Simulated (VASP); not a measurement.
A run of VASP 6.6.1 is set up as follows.

The input INCAR:

```
SYSTEM = AlRu
ALGO = Normal ; EDIFF = 1E-8
ENCUT = 520 ; GGA = PE
GGA_COMPAT = .False. ; ISIF = 2
ISMEAR = -1 ; LASPH = .True.
LCHARG = .False. ; LEFG = .True.
LMAXMIX = 4 ; LORBIT = 11
LORBMOM = .True. ; LREAL = .False.
LSORBIT = .True. ; LWAVE = .False.
MAGMOM = 0 0 0 0 0 0 ; NBANDS = 29
NELM = 150 ; PREC = Accurate
SIGMA = 0.05
```

The input KPOINTS:

```
k-points
0
Gamma
  12 12 12
  0 0 0
```

File POSCAR:

```
AlRu
1.0
    2.9916000000      0.0000000000      0.0000000000
    0.0000000000      2.9916000000      0.0000000000
    0.0000000000      0.0000000000      2.9916000000
Al Ru
1 1
Direct
    0.0000000000      0.0000000000      0.0000000000
    0.5000000000      0.5000000000      0.5000000000
```

Potentials or basis: VASP PAW PBE potentials, release 64 (Al, Ru_pv).

Launch:

```bash
$ cat potpaw_PBE.64/Al/POTCAR potpaw_PBE.64/Ru_pv/POTCAR > POTCAR
$ mpirun -np 1 vasp_ncl > vasp.out
```

Predict the pressure.

2.5 GPa.

What does it give for the net moment?

0.00 μB per cell.

Moments on the atoms (μB; x, y, z):
```
Al  0.00 0.00 0.00
Ru  0.00 0.00 0.00
```
